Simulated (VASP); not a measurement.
## Nb: single point with PBE

Nb:

```xyz
1
Lattice="0.0000 2.1150 2.1150 2.1150 0.0000 2.1150 2.1150 2.1150 0.0000" Properties=species:S:1:pos:R:3 pbc="T T T"
Nb    0.0000    0.0000    0.0000
```

This isn't the form of Nb at room conditions, which is bcc.

```yaml
Program: VASP 6.6.1
Task: single point
Functional: PBE
Potentials_or_basis: VASP PAW PBE potentials, release 64 (Nb_sv)
Cutoff: 500 eV
k_mesh: 4 × 4 × 4
Occupations: methfessel-paxton, width 0.05 eV
Spin: no spin polarisation
Dipole_correction: no
Further_INCAR_settings: ALGO = Normal; EDIFF = 1e-06; NBANDS = 12
```

The pressure is -0.7 GPa and the band gap on the k mesh is zero (an odd number of electrons rules out a gap without spin polarisation).

Levels at points of the mesh, in eV from the Fermi level:
| k point | band 3 | band 4 | band 5 | band 6 | band 7 | band 8 | band 9 | band 10 |
| --- | --- | --- | --- | --- | --- | --- | --- | --- |
| (0.00, 0.00, 0.00) | -30.17 | -30.17 | -6.17 | 0.15 | 0.15 | 0.15 | 2.71 | 2.71 |
| (0.50, 0.00, 0.00) | -30.32 | -30.32 | -3.77 | -0.04 | -0.04 | 1.37 | 4.64 | 4.64 |
| (0.50, 0.50, 0.00) | -30.58 | -30.58 | -3.97 | -3.24 | 3.57 | 4.63 | 5.20 | 5.20 |

Wall time 3.2 s on 1 thread of Intel(R) Xeon(R) Platinum 8259CL CPU @ 2.50GHz (Skylake/Cascade Lake), with other jobs on the host, peak memory 0.13 GiB.

Caveat: the k points lie up to 0.64 Å⁻¹ apart, too coarse for converged energies and pressures of a metal.
